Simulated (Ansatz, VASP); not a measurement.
# One calculation of Cd, two programs

```
CELL_PARAMETERS angstrom
-1.53717 1.53717 1.53717
1.53717 -1.53717 1.53717
1.53717 1.53717 -1.53717
ATOMIC_POSITIONS crystal
Cd 0.00000 0.00000 0.00000
```

Change from the starting cell: volume scaled by 0.68, LAPW.

Alike in both runs: task single point; functional PBEsol; k mesh 15 × 15 × 15; occupations fermi-dirac, width 0.1 eV; no spin polarisation.

|  | VASP | Ansatz |
| --- | --- | --- |
| version | VASP 6.6.1 | Ansatz 0.2.0 |
| potentials or method | VASP PAW PBE potentials, release 64 (Cd), cutoff 520 eV | all-electron LAPW, scalar-relativistic |

Ansatz gave:

| Property | Result |
| --- | --- |
| pressure (GPa) | 61.2 |

Task: Estimate VASP's values.

Result: Pressure (GPa): 63.6.

VASP's potentials were made for PBE, not for PBEsol. Both programs put the cell under a high pressure, so it lies far from rest at this level. Ansatz ran all-electron here, and VASP with PAW potentials.

Noted on VASP's run: the cell as given lies far from equilibrium.
